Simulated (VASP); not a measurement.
**Na16H (a cell with a defect): single point with r2SCAN+D3(BJ)**

System: Na16H (a cell with a defect).

```
CELL_PARAMETERS angstrom
8.46000 0.00000 0.00000
0.00000 8.46000 0.00000
0.00000 0.00000 8.46000
ATOMIC_POSITIONS crystal
Na 0.95064 0.98527 0.02001
Na 0.57648 0.02059 0.96916
Na 0.10476 0.44730 0.90697
Na 0.99518 0.94316 0.51041
Na 0.21619 0.27559 0.23476
Na 0.52267 0.53024 0.14189
Na 0.41098 0.07214 0.45924
Na 0.85422 0.33924 0.19655
Na 0.03056 0.47576 0.55150
Na 0.17457 0.71661 0.18145
Na 0.23930 0.21935 0.76830
Na 0.40506 0.59779 0.46651
Na 0.79116 0.69233 0.29026
Na 0.69362 0.20071 0.68489
Na 0.28628 0.79057 0.74330
Na 0.74939 0.67982 0.86861
H 0.24221 0.46879 0.69221
```

```json
{
 "Program": "VASP 6.6.1",
 "Task": "single point",
 "Functional": "r2SCAN",
 "Dispersion": "D3(BJ)",
 "Potentials or basis": "VASP PAW PBE potentials, release 64 (Na_pv, H)",
 "Cutoff": "520 eV",
 "k mesh": "2 × 2 × 2",
 "Occupations": "fermi-dirac, width 0.1 eV",
 "Spin": "no spin polarisation",
 "Dipole correction": "no",
 "Further INCAR settings": "LREAL = Auto; ALGO = Normal; EDIFF = 1e-07; NBANDS = 70"
}
```

```
Pressure                   : 0.7 GPa
Largest force              : 0.863 eV/Å
Band gap on the k mesh     : zero (an odd number of electrons rules out a gap without spin polarisation)
Dispersion energy per atom : -0.068 eV
```

Forces in eV/Å, atoms in the order of the input:
```
Na   0.344  0.129 -0.104
Na  -0.467 -0.027  0.482
Na  -0.398  0.645  0.412
Na  -0.058  0.220  0.000
Na   0.087 -0.128 -0.085
Na  -0.356 -0.356 -0.585
Na   0.258 -0.413 -0.210
Na  -0.263 -0.344  0.000
Na  -0.178  0.090 -0.224
Na   0.015  0.206  0.002
Na   0.391 -0.564 -0.240
Na   0.089 -0.309  0.500
Na   0.033  0.459  0.217
Na   0.368  0.417 -0.106
Na  -0.082 -0.118  0.364
Na   0.097 -0.150 -0.363
H    0.121  0.243 -0.061
```

Stress tensor (GPa, compression positive):
```
 0.99 -0.57  0.16
-0.57  0.26  0.48
 0.16  0.48  0.76
```

Levels at points of the mesh, in eV from the Fermi level:
| k point | band 54 | band 55 | band 56 | band 57 | band 58 | band 59 |
| --- | --- | --- | --- | --- | --- | --- |
| (0.00, 0.00, 0.00) | -0.97 | -0.84 | -0.13 | 0.75 | 0.80 | 0.88 |
| (0.50, 0.00, 0.00) | -0.64 | -0.54 | -0.44 | -0.26 | -0.11 | 0.69 |
| (0.00, 0.50, 0.00) | -0.56 | -0.46 | -0.41 | -0.27 | -0.17 | 0.48 |
| (0.00, 0.00, 0.50) | -0.53 | -0.49 | -0.43 | -0.41 | -0.24 | 0.53 |
| (0.50, 0.50, 0.00) | -0.13 | 0.02 | 0.05 | 0.10 | 0.16 | 0.25 |
| (0.00, 0.50, 0.50) | -0.18 | -0.15 | 0.03 | 0.03 | 0.23 | 0.26 |
| (0.50, 0.00, 0.50) | -0.13 | -0.10 | -0.07 | 0.11 | 0.16 | 0.31 |
| (0.50, 0.50, 0.50) | -1.49 | -1.31 | -1.23 | 0.05 | 2.00 | 2.09 |

Run time: 24 min on 1 thread of Intel(R) Xeon(R) Platinum 8259CL CPU @ 2.50GHz (Skylake/Cascade Lake), on a shared host, peak memory 0.74 GiB.

Caveat: the k points lie up to 0.37 Å⁻¹ apart, too coarse for converged energies and pressures of a metal; the atoms stand as in a frame of molecular dynamics; the PAW data sets were made with another functional, which shifts forces and pressure a little.
